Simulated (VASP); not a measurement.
# GaN (P-6m2) in VASP: notebook, part 2 of 2

VASP 6.6.1. The steps go on from the part before.

## Step 5: Relaxation of cell and atoms, BLYP+D4

File INCAR:

```
PREC = Accurate
ENCUT = 600
EDIFF = 1E-6
ISMEAR = -1
SIGMA = 0.05
LREAL = F
LASPH = T
NELM = 80
ALGO = Normal
ISIF = 3
LWAVE = F
LCHARG = F
GGA = B5
ALDAX = 1.0
AGGAX = 1.0
AGGAC = 1.0
ALDAC = 0.0
IVDW = 13
VDW_S6 = 1.0
VDW_S8 = 2.34076671
VDW_A1 = 0.44488865
VDW_A2 = 4.0933009
IBRION = 2
NSW = 60
EDIFFG = -0.01
```

File KPOINTS:

```
Automatic mesh
0
Gamma
  10 10 10
```

File POSCAR:

```
GaN
1.0
    2.9806400000      0.0000000000      0.0000000000
   -1.4903200000      2.5813100000      0.0000000000
    0.0000000000      0.0000000000      2.6833700000
Ga N
1 1
Direct
    0.6666700000      0.3333300000      0.5000000000
    0.0000000000      0.0000000000      0.0000000000
```

Potentials or basis: VASP PAW PBE potentials, release 64 (Ga_d, N).

Launch:

```
cat potpaw_PBE.64/Ga_d/POTCAR potpaw_PBE.64/N/POTCAR > POTCAR
mpirun -np 1 vasp_std > vasp.out
```

OUTCAR:

```text
PREC = Accurate
   ENCUT = 600
   EDIFF = 1E-6
   ISMEAR = -1
   LREAL = F
   LASPH = T
   NELM = 80
   ISIF = 3
   GGA = B5
   IVDW = 13
   IBRION = 2
   NSW = 60
   EDIFFG = -0.01

 ion  position               nearest neighbor table
   1  0.667  0.333  0.500-   2 2.18   2 2.18   2 2.18   2 2.18   2 2.18   2 2.18
   2  0.000  0.000  0.000-   1 2.18   1 2.18   1 2.18   1 2.18   1 2.18   1 2.18

  LATTYP: Found a hexagonal cell.
 ALAT       =     2.9806400000
 C/A-ratio  =     0.9002663857

  Lattice vectors:

 A1 = (   2.9806400000,   0.0000000000,   0.0000000000)
 A2 = (  -1.4903200000,   2.5813100000,   0.0000000000)
 A3 = (   0.0000000000,   0.0000000000,   2.6833700000)

Analysis of symmetry for initial positions (statically):
=====================================================================
 Subroutine PRICEL returns:
 Original cell was already a primitive cell.

 Routine SETGRP: Setting up the symmetry group for a
 hexagonal supercell.

 Subroutine GETGRP returns: Found  4 space group operations
 (whereof  4 operations were pure point group operations)
 out of a pool of 24 trial point group operations.

The static configuration has the point symmetry C_2v.

Analysis of symmetry for dynamics (positions and initial velocities):
=====================================================================
 Subroutine PRICEL returns:
 Original cell was already a primitive cell.

 Routine SETGRP: Setting up the symmetry group for a
 hexagonal supercell.

 Subroutine GETGRP returns: Found  4 space group operations
 (whereof  4 operations were pure point group operations)
 out of a pool of 24 trial point group operations.

The dynamic configuration has the point symmetry C_2v.

 Subroutine INISYM returns: Found  4 space group operations
 (whereof  4 operations are pure point group operations),
 and found     1 'primitive' translations

----------------------------------------------------------------------------------------

                                     Primitive cell

  volume of cell :      20.6457

  direct lattice vectors                    reciprocal lattice vectors
     2.980640000  0.000000000  0.000000000     0.335498416  0.193700098  0.000000000
    -1.490320000  2.581310000  0.000000000     0.000000000  0.387400196  0.000000000
     0.000000000  0.000000000  2.683370000     0.000000000  0.000000000  0.372665715

  length of vectors
     2.980640000  2.980640035  2.683370000     0.387400201  0.387400196  0.372665715

  position of ions in fractional coordinates (direct lattice)
     0.666670000  0.333330000  0.500000000
     0.000000000  0.000000000  0.000000000

  ion indices of the primitive-cell ions
   primitive index   ion index
                 1           1
                 2           2

----------------------------------------------------------------------------------------

 KPOINTS: Automatic mesh

Automatic generation of k-mesh.
 Grid dimensions read from file:
 generate k-points for:   10   10   10

 Generating k-lattice:

  Cartesian coordinates                     Fractional coordinates (reciprocal lattice)
     0.033549842  0.019370010  0.000000000     0.100000000  0.000000000  0.000000000
     0.000000000  0.038740020  0.000000000     0.000000000  0.100000000  0.000000000
     0.000000000  0.000000000  0.037266572     0.000000000  0.000000000  0.100000000

  Length of vectors
     0.038740020  0.038740020  0.037266572

  Shift w.r.t. Gamma in fractional coordinates (k-lattice)
     0.000000000  0.000000000  0.000000000

 Subroutine IBZKPT returns following result:
 ===========================================

 Found    186 irreducible k-points:

 Following reciprocal coordinates:
            Coordinates               Weight
  0.000000  0.000000  0.000000      1.000000
  0.100000 -0.000000  0.000000      4.000000
 -0.100000  0.100000  0.000000      2.000000
  0.200000 -0.000000  0.000000      4.000000
 -0.200000  0.200000  0.000000      2.000000
  0.300000 -0.000000  0.000000      4.000000
[... 16 lines left out ...]
  0.200000  0.200000  0.000000      2.000000
 -0.200000  0.400000  0.000000      4.000000
 [... further k-points ...]
   k-points           NKPTS =    186   k-points in BZ     NKDIM =    186   number of bands    NBANDS=     13
   number of dos      NEDOS =    301   number of ions     NIONS =      2
   total plane-waves  NPLWV =  13824
   dimension x,y,z NGX =    24 NGY =   24 NGZ =   24
   dimension x,y,z NGXF=    48 NGYF=   48 NGZF=   48
   ions per type =               1   1
   NGX,Y,Z   is equivalent  to a cutoff of  13.39, 13.39, 14.87 a.u.
   NGXF,Y,Z  is equivalent  to a cutoff of  26.77, 26.77, 29.74 a.u.
 SYSTEM =  unknown system
   PREC   = accura    normal or accurate (medium, high low for compatibility)
   ISTART =      0    job   : 0-new  1-cont  2-samecut
   ICHARG =      2    charge: 1-file 2-atom 10-const
   ISPIN  =      1    spin polarized calculation?
   LNONCOLLINEAR =      F non collinear calculations
   LSORBIT =      F    spin-orbit coupling
   LASPH  =      T    aspherical Exc in radial PAW
   ENCUT  =  600.0 eV  44.10 Ry    6.64 a.u.   5.95  5.95  5.36*2*pi/ulx,y,z
   NELM   =     80;   NELMIN=  2; NELMDL= -5     # of ELM steps
   EDIFF  = 0.1E-05   stopping-criterion for ELM
   LREAL  =      F    real-space projection
   EDIFFG = -.1E-01   stopping-criterion for IOM
   NSW    =     60    number of steps for IOM
   IBRION =      2    ionic relax: 0-MD 1-quasi-New 2-CG
   NFREE  =      1    steps in history (QN), initial steepest desc. (CG)
   ISIF   =      3    stress and relaxation
   ISYM   =      2    0-nonsym 1-usesym 2-fastsym
   POTIM  = 0.5000    time-step for ionic-motion
   TEBEG  =    0.0;   TEEND  =   0.0 temperature during run
   PSTRESS=    0.0 pullay stress
   NELECT =      18.0000    total number of electrons
   NUPDOWN=      -1.0000    fix difference up-down
   EMIN   =  10.00;   EMAX   =-10.00  energy-range for DOS
   EFERMI =   0.00;   METHOD = LEGACY
   ISMEAR =    -1;   SIGMA  =   0.05  broadening in eV -4-tet -1-fermi 0-gaus
   EFERMI_NEDOS =   21; number of points for ismear=-14 and -15
   IALGO  =     38    algorithm
   IMIX   =      4    mixing-type and parameters
     AMIX     =   0.40;   BMIX     =  1.00
     AMIX_MAG =   1.60;   BMIX_MAG =  1.00
  volume/ion in A,a.u.               =      10.32        69.66
  Fermi-wavevector in a.u.,A,eV,Ry     =   1.563948  2.955433 33.278934  2.445933
  Thomas-Fermi vector in A             =   2.666644
   LORBIT       =      0    0 simple, 1 ext, 2 COOP (PROOUT), +10 PAW based schemes
   GGA     = B5    functional components
   LHFCALC =     F    Hartree Fock is set to
   AEXX    =    0.0000 exact exchange contribution
   IVDW    =    13    specifies the selected vdW correction
   LEPSILON=     F    determine dielectric tensor
   LRPA    =     F    only Hartree local field effects (RPA)
 conjugate gradient relaxation of ions
 non-spin polarized calculation
  energy-cutoff  :      600.00
  volume of cell :       20.65
 maximum number of plane-waves:       710
   NGX = 11   NGY = 11   NGZ = 11

--------------------------------------- Ionic step        1  -------------------------------------------

 number of electron      18.0000008 magnetization

 Free energy of the ion-electron system (eV)
  ---------------------------------------------------
  ext. energy  EPLUGINS =         0.00000000
  ---------------------------------------------------
  free energy    TOTEN  =        -8.92480217 eV

  energy without entropy =       -8.92162396  energy(sigma->0) =       -8.92321306

------------------------ aborting loop because EDIFF is reached ----------------------------------------

  DFT-D4 for vdW energy calculation

  Edisp (eV):   -1.62736
[... 191 lines left out ...]
--------------------------------------- Ionic step        6  -------------------------------------------

 number of electron      18.0000003 magnetization

 Free energy of the ion-electron system (eV)
  ---------------------------------------------------
  ext. energy  EPLUGINS =         0.00000000
  ---------------------------------------------------
  free energy    TOTEN  =        -8.89012401 eV

  energy without entropy =       -8.88690254  energy(sigma->0) =       -8.88851328

 E-fermi :   8.2196     XC(G=0): -12.1012

 val. band max:        8.1907236002   @ k =   0.0000   0.0000   0.0000
 cond. band min:       8.3018592461   @ k =   0.3000   0.2000   0.0000
 fundamental gap:      0.1111356460
 Fermi energy:         8.2196356533

 k-point     1 :       0.0000    0.0000    0.0000
  band No.  band energies     occupation
      1      -9.1010      2.00000
      2      -7.0142      2.00000
      3      -6.8560      2.00000
      4      -6.8560      2.00000
      5      -6.5186      2.00000
      6      -6.5186      2.00000
      7       6.9215      2.00000
      8       7.2550      2.00000
      9       7.2551      2.00000
     10       8.1907      1.28133
     11      18.0556      0.00000
     12      18.0556      0.00000
     13      19.5582      0.00000
[... 354 lines left out ...]
  band No.  band energies     occupation
      1      -7.8710      2.00000
      2      -6.9758      2.00000
      3      -6.7397      2.00000
      4      -6.6361      2.00000
      5      -6.5526      2.00000
      6      -6.1633      2.00000
      7       1.5533      2.00000
      8       4.4513      2.00000
      9       7.9984      1.97635
     10      12.4579      0.00000
     11      14.8567      0.00000
     12      19.3544      0.00000
     13      21.9012      0.00000

 [... further k-points ...]

------------------------ aborting loop because EDIFF is reached ----------------------------------------

  DFT-D4 for vdW energy calculation

  Edisp (eV):   -1.66859
[... 25 lines left out ...]
  FREE ENERGIE OF THE ION-ELECTRON SYSTEM (eV)
  ---------------------------------------------------
  free  energy   TOTEN  =       -10.5587153583 eV

  energy  without entropy=      -10.5554938858  energy(sigma->0) =      -10.55710462

 reached required accuracy - stopping structural energy minimisation
```

OSZICAR:

```text
N       E                     dE             d eps       ncg     rms          rms(c)
DAV:   1     0.938357376386E+02    0.93836E+02   -0.10260E+04  4934   0.288E+03
DAV:   2    -0.333000046427E+01   -0.97166E+02   -0.91829E+02  5379   0.394E+02
DAV:   3    -0.111368693976E+02   -0.78069E+01   -0.76940E+01  5516   0.928E+01
DAV:   4    -0.112695959953E+02   -0.13273E+00   -0.13258E+00  5819   0.129E+01
[... 42 lines left out ...]
DAV:   1    -0.889039108024E+01   -0.12581E-02   -0.66488E-03  5543   0.110E+00    0.107E-01
DAV:   2    -0.889021057700E+01    0.18050E-03   -0.25012E-04  5319   0.343E-01    0.612E-02
DAV:   3    -0.889012643660E+01    0.84140E-04   -0.58693E-05  6396   0.242E-01    0.115E-02
DAV:   4    -0.889012415679E+01    0.22798E-05   -0.11770E-05  5577   0.578E-02    0.241E-03
DAV:   5    -0.889012401332E+01    0.14347E-06   -0.66652E-07  2778   0.175E-02
   6 F= -.10558715E+02 E0= -.10557105E+02  d E =-.171944E-03
```

Run time: 3.8 min. Hardware: 1 thread of Intel Xeon 8259CL, shared host; peak memory 0.2 GiB.

What came out:

| Property | Result |
| --- | --- |
| Free energy | -10.5587 eV |
| Relaxed volume | 10.06 Å³/atom |
| Relaxed cell | a = 2.953 Å, b = 2.953 Å, c = 2.665 Å, α = 90.00°, β = 90.00°, γ = 120.00° |
| Space group after relaxing (to 0.1 Å) | P-6m2 (No. 187) |
| Energy gained by relaxing | 3.3 meV/atom |
| Ionic steps | 6 |
| Pressure after relaxing | 0.1 GPa |
| Band gap on the k mesh | zero (bands 9 and 10 overlap by 0.99 eV) |
| Dispersion energy per atom | -0.834 eV |

The path:
| step | energy change (eV) | largest force (eV/Å) | pressure (GPa) | volume (Å³) |
| --- | --- | --- | --- | --- |
| 1 | 0.0000 | 0.0001 | -4.08 | 20.65 |
| 2 | -0.0041 | 0.0001 | 2.54 | 19.87 |
| 3 | -0.0064 | 0.0001 | -0.06 | 20.15 |
| 4 | -0.0064 | 0.0001 | 0.03 | 20.14 |
| 5 | -0.0065 | 0.0000 | 0.09 | 20.12 |
| 6 | -0.0066 | 0.0001 | 0.07 | 20.13 |

Final structure:
```
Ga N
1.0
     2.95338   -0.00001    0.00000
    -1.47669    2.55770    0.00000
     0.00000    0.00000    2.66468
Ga N
1 1
Direct
  0.66667 0.33333 0.50000
  0.00000 0.00000 0.00000
```

Levels at points of the mesh, in eV from the Fermi level:
```csv
k point,band 6,band 7,band 8,band 9,band 10,band 11,band 12,band 13
"(0.00, 0.00, 0.00)",-14.74,-1.30,-0.96,-0.96,-0.03,9.84,9.84,11.34
"(0.50, 0.00, 0.00)",-13.80,-8.66,-2.83,0.09,2.71,7.30,11.89,12.91
"(0.50, 0.50, 0.00)",-13.80,-8.66,-2.83,0.09,2.71,7.30,11.89,12.91
"(0.00, 0.00, 0.50)",-14.64,-9.35,-0.06,-0.06,5.75,5.98,12.65,12.65
"(0.50, 0.00, 0.50)",-11.71,-6.10,-5.37,-1.15,-0.67,7.61,8.09,8.13
"(0.50, 0.50, 0.50)",-11.71,-6.10,-5.37,-1.15,-0.67,7.61,8.09,8.13
```

Caveat: the PAW data sets were made with another functional, which shifts forces and pressure a little.

## Step 6: Summary

```csv
task,level,cell,cutoff (eV),smearing,gap on the mesh (eV),pressure (GPa),relaxed volume (Å³/atom)
single point,PBE,as given,520,gaussian 0.029 eV,none,0.7,-
single point,PBE,as given,520,gaussian 0.03 eV,none,0.7,-
relaxation of cell and atoms,BLYP+D3(BJ),relaxed,600,fermi-dirac 0.05 eV,none,-0.1,10.23
relaxation of cell and atoms,BLYP+D4,relaxed,600,fermi-dirac 0.05 eV,none,0.1,10.06
```

Alike in all rows: potentials or basis VASP PAW PBE potentials, release 64 (Ga_d, N); no spin polarisation; k mesh 10 × 10 × 10.

Caveats: the PAW data sets were made with another functional, which shifts forces and pressure a little (at least some runs).

Total energies depend on the potentials used, so only differences within one code and one set of settings carry meaning.
